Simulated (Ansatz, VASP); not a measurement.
**Ni in VASP and in Ansatz**

INCAR

```
  PREC = Accurate
  ENCUT = 520
  EDIFF = 1E-6
  ISMEAR = -1
  SIGMA = 0.05
  LREAL = F
  LASPH = T
  NELM = 150
  ALGO = Normal
  ISIF = 2
  LWAVE = F
  LCHARG = F
  ISPIN = 2
  MAGMOM = 1.5
  LORBIT = 11
  LMAXMIX = 4
  GGA = PE
  NBANDS = 15
```

The input KPOINTS:

```
Automatic mesh
0
Gamma
  20 20 20
```

The input POSCAR:

```
Ni
1.0
    0.0000000000      1.7440558547      1.7440558547
    1.7440558547      0.0000000000      1.7440558547
    1.7440558547      1.7440558547      0.0000000000
Ni
1
Direct
    0.0000000000      0.0000000000      0.0000000000
```

Input for Ansatz:

```yaml
crystal:
  lattice:
    - [0.0, 1.7440558547, 1.7440558547]
    - [1.7440558547, 0.0, 1.7440558547]
    - [1.7440558547, 1.7440558547, 0.0]
  atoms:
    - { symbol: Ni, position: [0.0, 0.0, 0.0], spin: 1.5 }
magnetization:
  spin_polarized: true
kpoints:
  mp_grid: { grid: [20, 20, 20] }
  band_path:
    path:
      - [0.0, 0.0, 0.0]
      - [0.5, 0.0, 0.5]
      - [0.625, 0.25, 0.625]
      - [0.375, 0.375, 0.75]
      - [0.0, 0.0, 0.0]
      - [0.5, 0.5, 0.5]
      - [0.5, 0.25, 0.75]
      - [0.5, 0.0, 0.5]
    npoints: 5
scf:
  occupations: { method: fermi_dirac, width: 0.05 }
hamiltonian:
  xc: pbe
  pseudopotentials: { kind: all_electron, lapw: { basis_error: 0.00025 } }
output:
  forces: true
  stress: true
  eigenvalues: true
```

Change from the starting cell: volume scaled by 0.96.

Alike in both runs: task single point; functional PBE; k mesh 20 × 20 × 20; occupations fermi-dirac, width 0.05 eV; collinear spin.

|  | VASP | Ansatz |
| --- | --- | --- |
| version | VASP 6.6.1 | Ansatz 0.2.0 |
| potentials or method | VASP PAW PBE potentials, release 64 (Ni), cutoff 520 eV | all-electron LAPW, scalar-relativistic |

```csv
,VASP,Ansatz,Ansatz less VASP
pressure (GPa),5.5,5.6,+0.10
net moment per atom (μB),0.62,0.63,+0.010
size of the moment on the site where the two differ most (μB),0.63,0.66,+0.025
```

Site moments also hang on the region over which each program counts them. Ansatz ran all-electron here, and VASP with PAW potentials.
